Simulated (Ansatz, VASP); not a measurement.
**BeTe: VASP beside Ansatz**

```
Be Te
1.0
     4.03085    0.00000    0.00000
    -2.01543    3.49082    0.00000
     0.00000    0.00000    8.14405
Be Te
2 2
Direct
  0.33333 0.66667 0.25000
  0.66667 0.33333 0.75000
  0.66667 0.33333 0.25000
  0.33333 0.66667 0.75000
```

Alike in both runs: task single point; functional PBE; k mesh 12 × 12 × 4; no spin polarisation.

|  | VASP | Ansatz |
| --- | --- | --- |
| version | VASP 6.6.1 | Ansatz 0.2.0 |
| potentials or method | VASP PAW PBE potentials, release 64 (Be, Te) | plane waves, PAW |
| plane-wave cutoff (eV) | 520 | 420 |
| occupations | gaussian, width 0.01 eV | fixed |
| valence electrons in the cell | 16 | 36 |

VASP gave:

```
gap on the k mesh at the Fermi level (eV)                     : 2.59
pressure (GPa)                                                : 0.4
traceless stress, the component that is largest in VASP (GPa) : -0.18
```

Estimate Ansatz's values.

gap on the k mesh at the Fermi level (eV): 2.59; pressure (GPa): 0.3; traceless stress, the component that is largest in VASP (GPa): -0.04.

VASP's potentials hold 16 valence electrons a cell and Ansatz's 36, so a difference there can come from the potentials and not from the codes.

Neither program's run includes spin-orbit coupling.
